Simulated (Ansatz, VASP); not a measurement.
# One calculation of Sc, two programs

Contents of INCAR:

```
PREC = Accurate ; ENCUT = 520
EDIFF = 1E-6 ; ISMEAR = -1
SIGMA = 0.1 ; LREAL = False
LASPH = True ; NELM = 100
ALGO = Normal ; ISIF = 2
LWAVE = False ; LCHARG = False
GGA = PE ; NBANDS = 24
```

The input KPOINTS:

```
regular mesh
0
Gamma
  8 8 11
```

File POSCAR:

```
Sc
1.0
    4.9252391767      0.0000000000      0.0000000000
   -2.4626195884      4.2653822468      0.0000000000
    0.0000000000      0.0000000000      3.0850499487
Sc
3
Direct
    1.0000000000      1.0000000000      0.0000000000
    0.3333333333      0.6666666667      0.5000000000
    0.6666666667      0.3333333333      0.5000000000
```

Input for Ansatz:

```yaml
crystal:
  lattice:
    - [4.9252391767, 0.0, 0.0]
    - [-2.4626195884, 4.2653822468, 0.0]
    - [0.0, 0.0, 3.0850499487]
  atoms:
    - { symbol: Sc, position: [1.0, 1.0, 0.0] }
    - { symbol: Sc, position: [0.3333333333, 0.6666666667, 0.5] }
    - { symbol: Sc, position: [0.6666666667, 0.3333333333, 0.5] }
hamiltonian:
  xc: pbe
  pseudopotentials:
    kind: paw
    azcp:
      Sc: "pseudopotentials/Sc.paw.azcp"
basis:
  ecutwfc: 420
  fft_grid_basis: typed
kpoints:
  mp_grid: { grid: [8, 8, 11], shift: [0, 0, 0] }
magnetization:
  spin_polarized: false
scf:
  occupations: { method: fermi_dirac, width: 0.1 }
  lower_state_search: "off"
output:
  stress: true
  write_density: true
  write_potential: true
  elf: true
  volumetric_format: npy
```

Alike in both runs: task single point; functional PBE; k mesh 8 × 8 × 11; occupations fermi-dirac, width 0.1 eV; no spin polarisation.

```csv
,VASP,Ansatz
version,VASP 6.6.1,Ansatz 0.2.0
potentials or method,"VASP PAW PBE potentials, release 64 (Sc_sv), cutoff 520 eV","plane waves (420 eV) with PAW, scalar-relativistic"
valence electrons in the cell,33,33
```

```tsv
	VASP	Ansatz	Ansatz less VASP
pressure (GPa)	8.3	8.3	-0.06
traceless stress, the component that is largest in VASP (GPa)	0.08	0.10	+0.017
```
